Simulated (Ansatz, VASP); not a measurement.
**AlN in VASP and in Ansatz**

```
Al N
1.0
     0.00000    2.18488    2.18488
     2.18488    0.00000    2.18488
     2.18488    2.18488    0.00000
Al N
1 1
Cartesian
  0.0000 0.0000 0.0000
  1.0924 1.0924 1.0924
```

Alike in both runs: task single point; functional r2SCAN; k mesh 10 × 10 × 10; no spin polarisation.

|  | VASP | Ansatz |
| --- | --- | --- |
| version | VASP 6.6.1 | Ansatz 0.2.0 |
| potentials or method | VASP PAW PBE potentials, release 64 (Al, N) | plane waves, PAW |
| plane-wave cutoff (eV) | 520 | 500 |
| occupations | gaussian, width 0.01 eV | fixed |
| valence electrons in the cell | 8 | 8 |

```tsv
	VASP	Ansatz	Ansatz less VASP
gap on the k mesh at the Fermi level (eV)	3.93	3.94	+0.007
pressure (GPa)	-0.4	0.0	+0.39
```

VASP's potentials were made for PBE, not for r2SCAN.
